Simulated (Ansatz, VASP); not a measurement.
## CdTe: VASP beside Ansatz

Contents of POSCAR:

```
CdTe
1.0
    0.0000000000      2.4914748053      2.4914748053
    2.4914748053      0.0000000000      2.4914748053
    2.4914748053      2.4914748053      0.0000000000
Cd Te
1 1
Direct
    0.0000000000      0.0000000000      0.0000000000
    0.5000000000      0.5000000000      0.5000000000
```

The input INCAR.step1:

```
  PREC = Accurate
  ENCUT = 520
  ISMEAR = -1
  SIGMA = 0.05
  LREAL = F
  LASPH = T
  NELM = 100
  NBANDS = 16
  GGA = PE
  ALGO = Normal
  EDIFF = 1E-4
  LWAVE = T
  LCHARG = F
```

File INCAR.step2:

```
  PREC = Accurate
  ENCUT = 520
  EDIFF = 1E-6
  ISMEAR = -1
  SIGMA = 0.05
  LREAL = F
  LASPH = T
  NELM = 100
  ALGO = Normal
  ISIF = 2
  LWAVE = F
  LCHARG = F
  METAGGA = R2SCAN
  LMIXTAU = T
  NBANDS = 16
  ISTART = 1
```

File KPOINTS:

```
Automatic mesh
0
Gamma
  13 13 13
```

Input for Ansatz:

```yaml
crystal:
  lattice:
    - [0.0, 2.4914748053, 2.4914748053]
    - [2.4914748053, 0.0, 2.4914748053]
    - [2.4914748053, 2.4914748053, 0.0]
  atoms:
    - { symbol: Cd, position: [0.0, 0.0, 0.0] }
    - { symbol: Te, position: [0.5, 0.5, 0.5] }
kpoints:
  mp_grid: { grid: [13, 13, 13] }
  band_path:
    path:
      - [0.0, 0.0, 0.0]
      - [0.5, 0.0, 0.5]
      - [0.625, 0.25, 0.625]
      - [0.375, 0.375, 0.75]
      - [0.0, 0.0, 0.0]
      - [0.5, 0.5, 0.5]
      - [0.5, 0.25, 0.75]
      - [0.5, 0.0, 0.5]
    npoints: 8
scf:
  occupations: { method: fermi_dirac, width: 0.05 }
hamiltonian:
  xc: r2scan
  pseudopotentials: { kind: paw }
output:
  forces: true
  stress: true
  eigenvalues: true
  populations: true
  dos: { projected: true, de: 0.2, e_range: [-14, 8] }
```

Change from the starting cell: volume scaled by 0.55, PAW files.

Alike in both runs: task single point; functional r2SCAN; k mesh 13 × 13 × 13; occupations fermi-dirac, width 0.05 eV; no spin polarisation.

|  | VASP | Ansatz |
| --- | --- | --- |
| version | VASP 6.6.1 | Ansatz 0.2.0 |
| potentials or method | VASP PAW PBE potentials, release 64 (Cd, Te) | PAW with Ansatz's default frozen-core files, scalar-relativistic |
| plane-wave cutoff (eV) | 520 | 500 |
| valence electrons in the cell | 18 | 36 |

|  | VASP | Ansatz | Ansatz less VASP |
| --- | --- | --- | --- |
| pressure (GPa) | 135.8 | 132.5 | -3.26 |

VASP's potentials were made for PBE, not for r2SCAN. Both programs put the cell under a high pressure, so it lies far from rest at this level. VASP's potentials hold 18 valence electrons a cell and Ansatz's 36, so a difference there can come from the potentials and not from the codes.

Spin-orbit coupling is off throughout. Noted on VASP's run: the cell as given lies far from equilibrium.
